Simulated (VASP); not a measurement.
# YSi6 (R-3m) in VASP: notebook, part 2 of 2

VASP 6.6.1. Earlier steps stand in the parts before.

## (3) Single point, PBE

This run uses another cell than the first one, of 17.01 Å³/atom.

The input, INCAR:

```
SYSTEM = YSi6
ALGO = Normal
EDIFF = 1E-7
ENCUT = 520
GGA = PE
ISIF = 2
ISMEAR = 0
LASPH = .TRUE.
LCHARG = .FALSE.
LREAL = .FALSE.
LWAVE = .FALSE.
NBANDS = 26
NELM = 80
PREC = Accurate
SIGMA = 0.1
```

The input, KPOINTS:

```
k-points
0
G
  12 12 12
  0 0 0
```

The input, POSCAR:

```
YSi6
1.0
    2.8626719425      1.6527644166      4.1932804571
   -2.8626719425      1.6527644166      4.1932804571
    0.0000000000     -3.3055288332      4.1932804571
Y Si
1 6
Direct
    0.5000000000      0.5000000000      0.5000000000
    0.1189926925      0.1189926925      0.5570250482
    0.5570250482      0.1189926925      0.1189926925
    0.1189926925      0.5570250482      0.1189926925
    0.4429749518      0.8810073075      0.8810073075
    0.8810073075      0.8810073075      0.4429749518
    0.8810073075      0.4429749518      0.8810073075
```

Potentials or basis: VASP PAW PBE potentials, release 64 (Y_sv, Si).

Started as:

```console
> cat potpaw_PBE.64/Y_sv/POTCAR potpaw_PBE.64/Si/POTCAR > POTCAR
> mpirun -np 1 vasp_std > vasp.out
```

OUTCAR:

```text
SYSTEM = YSi6
   EDIFF = 1E-7
   ENCUT = 520
   GGA = PE
   ISIF = 2
   ISMEAR = 0
   LASPH = .TRUE.
   LREAL = .FALSE.
   NELM = 80
   PREC = Accurate

 ion  position               nearest neighbor table
   1  0.500  0.500  0.500-   3 3.13   4 3.13   5 3.13   7 3.13   4 3.13   3 3.13   5 3.13   7 3.13
                             2 3.13   6 3.13   6 3.13   2 3.13   2 3.29   6 3.29   3 3.29   7 3.29
   2  0.119  0.119  0.557-   6 2.51   4 2.51   3 2.51   5 2.53   7 2.53   1 3.13   1 3.13   1 3.29

   3  0.557  0.119  0.119-   5 2.51   2 2.51   4 2.51   7 2.53   6 2.53   1 3.13   1 3.13   1 3.29

   4  0.119  0.557  0.119-   7 2.51   2 2.51   3 2.51   5 2.53   6 2.53   1 3.13   1 3.13   1 3.29

   5  0.443  0.881  0.881-   3 2.51   6 2.51   7 2.51   4 2.53   2 2.53   1 3.13   1 3.13   1 3.29

   6  0.881  0.881  0.443-   2 2.51   5 2.51   7 2.51   3 2.53   4 2.53   1 3.13   1 3.13   1 3.29

   7  0.881  0.443  0.881-   4 2.51   6 2.51   5 2.51   3 2.53   2 2.53   1 3.13   1 3.13   1 3.29

  LATTYP: Found a trigonal (rhomboedric) cell.
 ALAT       =     5.3394870408
 COS(alpha) =     0.4251241232

  Lattice vectors:

 A1 = (   2.8626719425,   1.6527644166,   4.1932804571)
[... 192 lines left out ...]
 Fermi energy:         8.2216920211

 k-point     1 :       0.0000    0.0000    0.0000
  band No.  band energies     occupation
      1     -34.5466      2.00000
      2     -14.6102      2.00000
      3     -14.5942      2.00000
      4     -14.5942      2.00000
      5      -4.8716      2.00000
      6       0.2933      2.00000
[... 685 lines left out ...]
     25      11.8646      0.00000
     26      12.0632      0.00000

 [... further k-points ...]

------------------------ aborting loop because EDIFF is reached ----------------------------------------

  FORCE on cell =-STRESS in cart. coord.  units (eV):
  Direction    XX          YY          ZZ          XY          YZ          ZX
  --------------------------------------------------------------------------------------
  -------------------------------------------------------------------------------------
  Total       -0.0842729     -0.0842729     -0.0353292      0.0000000      0.0000000      0.0000000
  in kB       -1.1342556     -1.1342556     -0.4755067      0.0000000      0.0000000      0.0000000
  external PRESSURE =      -0.9146726 kB  Pullay stress =       0.0000000 kB

 VOLUME and BASIS-vectors are now :
 -----------------------------------------------------------------------------
  energy-cutoff  :      520.00
  volume of cell :      119.04
      direct lattice vectors                 reciprocal lattice vectors
     2.862671943  1.652764417  4.193280457     0.174661998  0.100841151  0.079492258
    -2.862671943  1.652764417  4.193280457    -0.174661998  0.100841151  0.079492258
     0.000000000 -3.305528833  4.193280457     0.000000000 -0.201682303  0.079492258

 POSITION                                       TOTAL-FORCE (eV/Angst)
 -----------------------------------------------------------------------------------
      0.00000      0.00000      6.28992         0.000000     -0.000000      0.000000
      0.00000     -1.44793      3.33370         0.000000      0.005717     -0.000363
      1.25394      0.72396      3.33370        -0.004951     -0.002858     -0.000363
     -1.25394      0.72396      3.33370         0.004951     -0.002858     -0.000363
     -1.25394     -0.72396      9.24614         0.004951      0.002858      0.000363
      0.00000      1.44793      9.24614         0.000000     -0.005717      0.000363
      1.25394     -0.72396      9.24614        -0.004951      0.002858      0.000363
 -----------------------------------------------------------------------------------
    total drift:                                0.000000      0.000000     -0.000000

  FREE ENERGIE OF THE ION-ELECTRON SYSTEM (eV)
  ---------------------------------------------------
  free  energy   TOTEN  =       -38.8390272531 eV

  energy  without entropy=      -38.8232289899  energy(sigma->0) =      -38.83112812
```

OSZICAR:

```text
N       E                     dE             d eps       ncg     rms          rms(c)
DAV:   1     0.106111151866E+03    0.10611E+03   -0.14905E+04  9828   0.118E+03
DAV:   2    -0.318980860353E+02   -0.13801E+03   -0.13283E+03 12262   0.226E+02
DAV:   3    -0.395377440934E+02   -0.76397E+01   -0.74605E+01 14900   0.395E+01
DAV:   4    -0.398436653783E+02   -0.30592E+00   -0.30508E+00 14280   0.683E+00
DAV:   5    -0.398497688438E+02   -0.61035E-02   -0.61012E-02 14220   0.941E-01    0.241E+01
DAV:   6    -0.389484717885E+02    0.90130E+00   -0.16802E+00 12024   0.522E+00    0.174E+01
DAV:   7    -0.388739883499E+02    0.74483E-01   -0.11540E+00 15852   0.419E+00    0.552E+00
DAV:   8    -0.388551428585E+02    0.18845E-01   -0.54581E-01 11948   0.304E+00    0.129E+00
DAV:   9    -0.388397449440E+02    0.15398E-01   -0.10177E-01 12266   0.134E+00    0.425E-01
DAV:  10    -0.388391098975E+02    0.63505E-03   -0.45335E-03 11942   0.360E-01    0.416E-01
DAV:  11    -0.388390290852E+02    0.80812E-04   -0.12299E-03 13770   0.166E-01    0.155E-01
DAV:  12    -0.388390302163E+02   -0.11311E-05   -0.80690E-05 13374   0.478E-02    0.437E-02
DAV:  13    -0.388390275221E+02    0.26941E-05   -0.20891E-05 12286   0.216E-02    0.859E-03
DAV:  14    -0.388390272290E+02    0.29316E-06   -0.11850E-06 12422   0.591E-03    0.458E-03
DAV:  15    -0.388390270846E+02    0.14435E-06   -0.12426E-07 10708   0.219E-03    0.415E-03
DAV:  16    -0.388390272200E+02   -0.13535E-06   -0.68661E-08  7390   0.163E-03    0.799E-04
DAV:  17    -0.388390272531E+02   -0.33121E-07   -0.13153E-08  6146   0.656E-04
   1 F= -.38839027E+02 E0= -.38831128E+02  d E =-.157983E-01
```

It took 8.3 min on 1 thread of Intel Xeon Platinum 8259CL at 2.50GHz (Skylake/Cascade Lake), shared host; peak memory 0.63 GiB.

What came out:

```
Free energy            : -38.8390 eV
Pressure               : -0.1 GPa
Largest force          : 0.006 eV/Å
Band gap on the k mesh : zero (an odd number of electrons rules out a gap without spin polarisation)
```

Forces on the atoms (eV/Å):
```
Y    0.000  0.000  0.000
Si   0.000  0.006  0.000
Si  -0.005 -0.003  0.000
Si   0.005 -0.003  0.000
Si   0.005  0.003  0.000
Si   0.000 -0.006  0.000
Si  -0.005  0.003  0.000
```

Levels at points of the mesh, in eV from the Fermi level:
```tsv
k point	band 16	band 17	band 18	band 19	band 20	band 21
(0.00, 0.00, 0.00)	-2.43	-2.43	-0.14	1.53	1.87	2.62
(0.50, 0.00, 0.00)	-1.72	-0.71	0.28	1.06	1.13	1.15
(0.50, 0.50, 0.00)	-1.57	-1.22	-0.29	-0.18	0.44	1.02
(0.50, 0.50, 0.50)	-0.29	0.89	1.25	1.25	1.40	2.93
```
